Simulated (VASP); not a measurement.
Wanted: the native input for a VASP 6.6.1 run.

- Task: single point
- Functional: PBE
- Potentials or basis: VASP PAW PBE potentials, release 64 (C, O)
- Cutoff: 520 eV
- k mesh: 6 × 6 × 4
- Occupations: gaussian, width 0.02 eV
- Spin: no spin polarisation
- Dipole correction: no
- Further INCAR settings: ALGO = Normal; EDIFF = 1e-06; NBANDS = 25

The structure of CO2 lies in POSCAR:

```
CO2
1.0
    2.7334519284     -2.4635313509      0.0000000000
    2.7334519284      2.4635313509      0.0000000000
    0.0000000000      0.0000000000      7.6101440663
C O
2 4
Direct
    0.5000000000      0.5000000000      0.5000000000
    0.0000000000      0.0000000000      0.0000000000
    0.6850486274      0.3149513726      0.6118564571
    0.3149513726      0.6850486274      0.3881435429
    0.8149513726      0.1850486274      0.1118564571
    0.1850486274      0.8149513726      0.8881435429
```

This cell differs from its parent crystal: Se replaced by O, lengths x 0.795, strained.

The input as run:

INCAR

```
SYSTEM = CO2
PREC = Accurate ; ENCUT = 520
EDIFF = 1E-6 ; ISMEAR = 0
SIGMA = 0.02 ; LREAL = .False.
LASPH = .True. ; NELM = 80
ALGO = Normal ; ISIF = 2
LWAVE = .False. ; LCHARG = .False.
GGA = PE ; NBANDS = 25
```

KPOINTS

```
regular mesh
0
Gamma
  6 6 4
  0 0 0
```

Potentials or basis: VASP PAW PBE potentials, release 64 (C, O).

Run with:

```sh
$ cat potpaw_PBE.64/C/POTCAR potpaw_PBE.64/O/POTCAR > POTCAR
$ mpirun -np 1 vasp_std > vasp.out
```

Results of the run:

```json
{
  "Pressure": "-14.5 GPa",
  "Largest force": "5.727 eV/Å",
  "Band gap on the k mesh": "5.88 eV (least direct gap 6.18 eV)"
}
```

Caveat: the cell differs from its parent crystal (Se replaced by O, lengths x 0.795, strained); the cell stands under tension; this functional lacks dispersion, which holds the molecules together, so the pressure and a relaxed volume are unreliable; forces of over 1 eV/Å act on the atoms, so gaps and moduli don't describe the material at rest.

It took 100 s on 1 thread of Intel Xeon 8259CL (shared host), peak memory 0.23 GiB.
